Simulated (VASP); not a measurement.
A run of VASP 6.6.1:

The input INCAR:

```
SYSTEM = PbS
PREC = Accurate
ENCUT = 520
EDIFF = 1E-6
ISMEAR = -1
SIGMA = 0.06
LREAL = .FALSE.
LASPH = .TRUE.
NELM = 100
ALGO = Normal
ISIF = 2
LWAVE = .FALSE.
LCHARG = .FALSE.
NBANDS = 17
```

Contents of KPOINTS:

```
Automatic mesh
0
G
  8 8 8
  0 0 0
```

The input POSCAR:

```
PbS
1.0
    0.0000000000      3.0607105000      3.0607105000
    3.0607105000      0.0000000000      3.0607105000
    3.0607105000      3.0607105000      0.0000000000
Pb S
1 1
Direct
    0.0000000000      0.0000000000      0.0000000000
    0.5000000000      0.5000000000      0.5000000000
```

Potentials or basis: VASP PAW LDA potentials, release 64 (Pb_d, S).

Command:

```sh
$ cat potpaw_LDA.64/Pb_d/POTCAR potpaw_LDA.64/S/POTCAR > POTCAR
$ mpirun -np 1 vasp_std > vasp.out
```

Hardware: 1 thread of Intel(R) Xeon(R) Platinum 8488C (Sapphire Rapids), on a shared host.

**Question.** How long does it take, and how much memory?

**Answer.** Run time: 13 s on 1 thread of Intel(R) Xeon(R) Platinum 8488C (Sapphire Rapids), with other jobs on the host, peak memory 0.16 GiB. Counts: scf iterations 12, k points 29.
